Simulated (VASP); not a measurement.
AgO, 2 atoms in the cell. It takes space group F-43m (No. 216, cubic). Conventional cell: a = 4.816 Å, b = 4.816 Å, c = 4.816 Å, α = 90.00°, β = 90.00°, γ = 90.00°. Within 2.8 Å of Ag (site symmetry -43m) lie 4 O at 2.09 Å. Within 2.8 Å of O (site symmetry -43m) lie 4 Ag at 2.09 Å. 

```yaml
Program: VASP 6.6.1
Task: relaxation of cell and atoms
Functional: LDA
Potentials_or_basis: VASP PAW LDA potentials, release 64 (Ag, O)
Cutoff: 600 eV
k_mesh: 16 × 16 × 16
Occupations: gaussian, width 0.1 eV
Spin: no spin polarisation
Dipole_correction: no
Further_INCAR_settings: ALGO = Normal; EDIFF = 1e-06; IBRION = 2; EDIFFG = -0.005; NSW = 100; ISIF = 3
```

Potentials or basis: VASP PAW LDA potentials, release 64 (Ag, O).

Launch:

```bash
$ cat potpaw_LDA.64/Ag/POTCAR potpaw_LDA.64/O/POTCAR > POTCAR
$ mpirun -np 1 vasp_std > vasp.out
```

Hardware: 1 thread of AMD EPYC 9R45 96-Core Processor (Zen 5), with other jobs on the host.

**Question.** Estimate the wall time of this run.

**Answer.** Wall time 66 s on 1 thread of AMD EPYC 9R45 96-Core Processor (Zen 5) (shared host), peak memory 0.17 GiB. Counts: scf iterations 29, k points 145, ion steps 3.
